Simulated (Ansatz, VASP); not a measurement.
**Two plane-wave programs on NaH**

```
Na H
1.0
     0.00000    2.44000    2.44000
     2.44000    0.00000    2.44000
     2.44000    2.44000    0.00000
Na H
1 1
Direct
  0.00000 0.00000 0.00000
  0.50000 0.50000 0.50000
```

Alike in both runs: task relaxation of cell and atoms; functional r2SCAN; k mesh 10 × 10 × 10; occupations fermi-dirac, width 0.02 eV; no spin polarisation.

|  | VASP | Ansatz |
| --- | --- | --- |
| version | VASP 6.6.1 | Ansatz 0.2.0 |
| potentials or method | VASP PAW PBE potentials, release 64 (Na_pv, H), cutoff 600 eV | PAW plane waves |
| valence electrons in the cell | 8 | 10 |

Ansatz gave:

| Property | Result |
| --- | --- |
| gap on the k mesh at the Fermi level, each at its own relaxed structure (eV) | 4.42 |
| relaxed volume (Å³/atom) | 13.78 |
| relaxed cell length with the largest relative difference (Å) | 3.390 |

**Question.** What did VASP give for the same quantities?

**Answer.** gap on the k mesh at the Fermi level, each at its own relaxed structure (eV): 4.46; relaxed volume (Å³/atom): 13.58; relaxed cell length with the largest relative difference (Å): 3.374.

VASP's potentials were made for PBE, not for r2SCAN. VASP's potentials hold 8 valence electrons a cell and Ansatz's 10, so a difference there can come from the potentials and not from the codes.
